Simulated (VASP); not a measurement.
# Cu (I4/mmm) in VASP: notebook

The runs below take Cu through single point, with PBEsol.

All numbers are computed with VASP 6.6.1; they aren't measurements. Logs are shortened: lines on timing, memory, paths and dates and some standing lists are left out, and cuts for length are marked.

### 1 The cell of the first run

Symmetry: I4/mmm, No. 139, tetragonal system. Conventional cell: a = 2.821 Å, b = 2.821 Å, c = 2.684 Å, α = 90.00°, β = 90.00°, γ = 90.00°. Within 3.2 Å of Cu (site symmetry 4/mmm) lie 14 Cu at 2.40 to 2.82 Å.

### 2 Single point, PBEsol (volume scaled by 0.94, then relaxed in part)

INCAR

```
SYSTEM = Cu
ALGO = Normal
EDIFF = 1E-6
ENCUT = 520
GGA = PS
ISIF = 2
ISMEAR = 0
LASPH = .True.
LCHARG = .False.
LREAL = .False.
LWAVE = .False.
NBANDS = 12
NELM = 80
PREC = Accurate
SIGMA = 0.1
```

KPOINTS

```
k-points
0
Gamma
  20 20 20
  0 0 0
```

POSCAR

```
Cu
1.0
   -1.4103777711      1.4103777711      1.3421126918
    1.4103777711     -1.4103777711      1.3421126918
    1.4103777711      1.4103777711     -1.3421126918
Cu
1
Direct
    0.0000000000      0.0000000000      0.0000000000
```

Potentials or basis: VASP PAW PBE potentials, release 64 (Cu).

On the command line:

```console
> cat potpaw_PBE.64/Cu/POTCAR > POTCAR
> mpirun -np 1 vasp_std > vasp.out
```

OUTCAR:

```text
SYSTEM = Cu
   EDIFF = 1E-6
   ENCUT = 520
   GGA = PS
   ISIF = 2
   ISMEAR = 0
   LASPH = .True.
   LREAL = .False.
   NELM = 80
   PREC = Accurate

 ion  position               nearest neighbor table
   1  0.000  0.000  0.000-

  LATTYP: Found a body centered tetragonal cell.
 ALAT       =     2.8207555422
 C/A-ratio  =     0.9515980181

  Lattice vectors:

 A1 = (  -1.4103777711,   1.4103777711,   1.3421126918)
 A2 = (   1.4103777711,  -1.4103777711,   1.3421126918)
 A3 = (   1.4103777711,   1.4103777711,  -1.3421126918)

Analysis of symmetry for initial positions (statically):
=====================================================================
 Subroutine PRICEL returns:
 Original cell was already a primitive cell.

 Routine SETGRP: Setting up the symmetry group for a
 body centered tetragonal supercell.

 Subroutine GETGRP returns: Found 16 space group operations
 (whereof 16 operations were pure point group operations)
 out of a pool of 16 trial point group operations.

The static configuration has the point symmetry D_4h.

Analysis of symmetry for dynamics (positions and initial velocities):
=====================================================================
 Subroutine PRICEL returns:
 Original cell was already a primitive cell.

 Routine SETGRP: Setting up the symmetry group for a
 body centered tetragonal supercell.

 Subroutine GETGRP returns: Found 16 space group operations
 (whereof 16 operations were pure point group operations)
 out of a pool of 16 trial point group operations.

The dynamic configuration has the point symmetry D_4h.

 Subroutine INISYM returns: Found 16 space group operations
 (whereof 16 operations are pure point group operations),
 and found     1 'primitive' translations

----------------------------------------------------------------------------------------

                                     Primitive cell

  volume of cell :      10.6787

  direct lattice vectors                    reciprocal lattice vectors
    -1.410377771  1.410377771  1.342112692     0.000000000  0.354514946  0.372546958
     1.410377771 -1.410377771  1.342112692     0.354514946  0.000000000  0.372546958
     1.410377771  1.410377771 -1.342112692     0.354514946  0.354514946  0.000000000

  length of vectors
     2.404079323  2.404079323  2.404079323     0.514268493  0.514268493  0.501359845

  position of ions in fractional coordinates (direct lattice)
     0.000000000  0.000000000  0.000000000

  ion indices of the primitive-cell ions
   primitive index   ion index
                 1           1

----------------------------------------------------------------------------------------

 KPOINTS: k-points

Automatic generation of k-mesh.
 Grid dimensions read from file:
 generate k-points for:   20   20   20

 Generating k-lattice:

  Cartesian coordinates                     Fractional coordinates (reciprocal lattice)
     0.000000000  0.017725747  0.018627348     0.050000000  0.000000000  0.000000000
     0.017725747  0.000000000  0.018627348     0.000000000  0.050000000  0.000000000
     0.017725747  0.017725747  0.000000000     0.000000000  0.000000000  0.050000000

  Length of vectors
     0.025713425  0.025713425  0.025067992

  Shift w.r.t. Gamma in fractional coordinates (k-lattice)
     0.000000000  0.000000000  0.000000000

 Subroutine IBZKPT returns following result:
 ===========================================

 Found    641 irreducible k-points:

 Following reciprocal coordinates:
            Coordinates               Weight
  0.000000  0.000000  0.000000      1.000000
  0.050000 -0.000000  0.000000      8.000000
  0.100000 -0.000000  0.000000      8.000000
  0.150000 -0.000000  0.000000      8.000000
  0.200000 -0.000000  0.000000      8.000000
  0.250000 -0.000000  0.000000      8.000000
[... 16 lines left out ...]
 -0.400000  0.050000 -0.000000     16.000000
 -0.350000  0.050000 -0.000000     16.000000
 [... further k-points ...]
   k-points           NKPTS =    641   k-points in BZ     NKDIM =    641   number of bands    NBANDS=     12
   number of dos      NEDOS =    301   number of ions     NIONS =      1
   total plane-waves  NPLWV =   5832
   dimension x,y,z NGX =    18 NGY =   18 NGZ =   18
   dimension x,y,z NGXF=    36 NGYF=   36 NGZF=   36
   ions per type =               1
   NGX,Y,Z   is equivalent  to a cutoff of  12.45, 12.45, 12.45 a.u.
   NGXF,Y,Z  is equivalent  to a cutoff of  24.89, 24.89, 24.89 a.u.
 SYSTEM =  Cu
   PREC   = accura    normal or accurate (medium, high low for compatibility)
   ISTART =      0    job   : 0-new  1-cont  2-samecut
   ICHARG =      2    charge: 1-file 2-atom 10-const
   ISPIN  =      1    spin polarized calculation?
   LNONCOLLINEAR =      F non collinear calculations
   LSORBIT =      F    spin-orbit coupling
   LASPH  =      T    aspherical Exc in radial PAW
   ENCUT  =  520.0 eV  38.22 Ry    6.18 a.u.   4.47  4.47  4.47*2*pi/ulx,y,z
   NELM   =     80;   NELMIN=  2; NELMDL= -5     # of ELM steps
   EDIFF  = 0.1E-05   stopping-criterion for ELM
   LREAL  =      F    real-space projection
   EDIFFG = 0.1E-04   stopping-criterion for IOM
   NSW    =      0    number of steps for IOM
   IBRION =     -1    ionic relax: 0-MD 1-quasi-New 2-CG
   NFREE  =      0    steps in history (QN), initial steepest desc. (CG)
   ISIF   =      2    stress and relaxation
   ISYM   =      2    0-nonsym 1-usesym 2-fastsym
   POTIM  = 0.5000    time-step for ionic-motion
   TEBEG  =    0.0;   TEEND  =   0.0 temperature during run
   PSTRESS=    0.0 pullay stress
   NELECT =      11.0000    total number of electrons
   NUPDOWN=      -1.0000    fix difference up-down
   EMIN   =  10.00;   EMAX   =-10.00  energy-range for DOS
   EFERMI =   0.00;   METHOD = LEGACY
   ISMEAR =     0;   SIGMA  =   0.10  broadening in eV -4-tet -1-fermi 0-gaus
   EFERMI_NEDOS =   21; number of points for ismear=-14 and -15
   IALGO  =     38    algorithm
   IMIX   =      4    mixing-type and parameters
     AMIX     =   0.40;   BMIX     =  1.00
     AMIX_MAG =   1.60;   BMIX_MAG =  1.00
  volume/ion in A,a.u.               =      10.68        72.06
  Fermi-wavevector in a.u.,A,eV,Ry     =   1.653354  3.124385 37.192592  2.733578
  Thomas-Fermi vector in A             =   2.741806
   LORBIT       =      0    0 simple, 1 ext, 2 COOP (PROOUT), +10 PAW based schemes
   GGA     = PS    functional components
   LHFCALC =     F    Hartree Fock is set to
   AEXX    =    0.0000 exact exchange contribution
   IVDW    =     0    specifies the selected vdW correction
   LEPSILON=     F    determine dielectric tensor
   LRPA    =     F    only Hartree local field effects (RPA)
 non-spin polarized calculation
 Gauss-broadening in eV      SIGMA  =   0.10
  energy-cutoff  :      520.00
  volume of cell :       10.68
 maximum number of plane-waves:       305
 NGX is ok and might be reduce to    18
   NGX =  9   NGY =  9   NGZ =  9

 number of electron      11.0000005 magnetization

 Free energy of the ion-electron system (eV)
  ---------------------------------------------------
  ext. energy  EPLUGINS =         0.00000000
  ---------------------------------------------------
  free energy    TOTEN  =        -4.24217012 eV

  energy without entropy =       -4.24008217  energy(sigma->0) =       -4.24112614

 E-fermi :   8.7296     XC(G=0): -13.5084

 val. band max:        8.6911535523   @ k =   0.3500   0.1000   0.0500
 cond. band min:       8.7327765992   @ k =  -0.2500   0.4000   0.2000
 fundamental gap:      0.0416230469
 Fermi energy:         8.7295812330

 k-point     1 :       0.0000    0.0000    0.0000
  band No.  band energies     occupation
      1      -1.4675      2.00000
      2       5.1224      2.00000
      3       5.3519      2.00000
      4       5.3519      2.00000
      5       6.3154      2.00000
      6       6.5611      2.00000
      7      34.2322      0.00000
      8      34.2322      0.00000
      9      35.5742      0.00000
     10      38.7322      0.00000
     11      39.2282      0.00000
     12      39.2647      0.00000

 k-point     2 :       0.0500   -0.0000    0.0000
  band No.  band energies     occupation
      1      -1.3618      2.00000
      2       5.1311      2.00000
      3       5.3488      2.00000
      4       5.3637      2.00000
      5       6.3158      2.00000
      6       6.5439      2.00000
      7      33.6487      0.00000
      8      33.9951      0.00000
      9      34.8314      0.00000
     10      37.6698      0.00000
     11      37.9638      0.00000
     12      38.3379      0.00000

 k-point     3 :       0.1000   -0.0000    0.0000
  band No.  band energies     occupation
      1      -1.0479      2.00000
      2       5.1128      2.00000
      3       5.3350      2.00000
      4       5.4435      2.00000
      5       6.3162      2.00000
      6       6.5032      2.00000
      7      31.7076      0.00000
      8      33.4314      0.00000
      9      33.4877      0.00000
     10      35.9008      0.00000
     11      36.9509      0.00000
     12      37.9790      0.00000
[... 286 lines left out ...]
 k-point    23 :      -0.4000    0.0500   -0.0000
  band No.  band energies     occupation
      1       2.7735      2.00000
      2       4.4798      2.00000
      3       5.8408      2.00000
      4       6.4183      2.00000
      5       6.6299      2.00000
      6       7.1466      2.00000
      7      17.4152      0.00000
      8      26.3708      0.00000
      9      27.8131      0.00000
     10      31.9116      0.00000
     11      35.2547      0.00000
     12      43.8845      0.00000

 k-point    24 :      -0.3500    0.0500   -0.0000
  band No.  band energies     occupation
      1       2.2254      2.00000
      2       4.5877      2.00000
      3       5.3638      2.00000
      4       6.3807      2.00000
      5       6.5369      2.00000
      6       6.7833      2.00000
      7      19.7600      0.00000
      8      27.0060      0.00000
      9      28.6867      0.00000
     10      32.2287      0.00000
     11      35.4922      0.00000
     12      42.3630      0.00000

 [... further k-points ...]
[... 5 lines left out ...]
  --------------------------------------------------------------------------------------
  -------------------------------------------------------------------------------------
  Total        0.8482313      0.8482313      0.8434716      0.0000000     -0.0000000      0.0000000
  in kB      127.2638358    127.2638358    126.5497073      0.0000000     -0.0000000      0.0000000
  external PRESSURE =     127.0257930 kB  Pullay stress =       0.0000000 kB

 VOLUME and BASIS-vectors are now :
 -----------------------------------------------------------------------------
  energy-cutoff  :      520.00
  volume of cell :       10.68
      direct lattice vectors                 reciprocal lattice vectors
    -1.410377771  1.410377771  1.342112692     0.000000000  0.354514946  0.372546958
     1.410377771 -1.410377771  1.342112692     0.354514946  0.000000000  0.372546958
     1.410377771  1.410377771 -1.342112692     0.354514946  0.354514946  0.000000000

 POSITION                                       TOTAL-FORCE (eV/Angst)
 -----------------------------------------------------------------------------------
      0.00000      0.00000      0.00000         0.000000     -0.000000      0.000000
 -----------------------------------------------------------------------------------
    total drift:                                0.000000     -0.000000      0.000000

  FREE ENERGIE OF THE ION-ELECTRON SYSTEM (eV)
  ---------------------------------------------------
  free  energy   TOTEN  =        -4.2421701156 eV

  energy  without entropy=       -4.2400821684  energy(sigma->0) =       -4.24112614
```

Run time: 35 s. Hardware: 1 thread of AMD EPYC 9R45 (Zen 5), shared host; peak memory 0.15 GiB.

Results:

- Free energy: -4.2422 eV
- Pressure: 12.7 GPa

Levels at points of the mesh, in eV from the Fermi level:
```csv
k point,band 3,band 4,band 5,band 6,band 7,band 8,band 9,band 10
"(0.00, 0.00, 0.00)",-3.38,-3.38,-2.41,-2.17,25.50,25.50,26.84,30.00
"(0.50, 0.00, 0.00)",-2.31,-2.05,-1.42,-0.76,5.09,17.87,18.28,22.19
"(0.50, 0.50, 0.00)",-2.49,-2.21,-1.45,-1.17,4.52,19.20,19.87,23.45
"(0.50, 0.50, 0.50)",-1.64,-1.64,-1.58,7.94,7.94,9.97,13.84,14.61
```

Caveat: the PAW data sets were made with another functional, which shifts forces and pressure a little.

(Continued in part 2 of 2.)
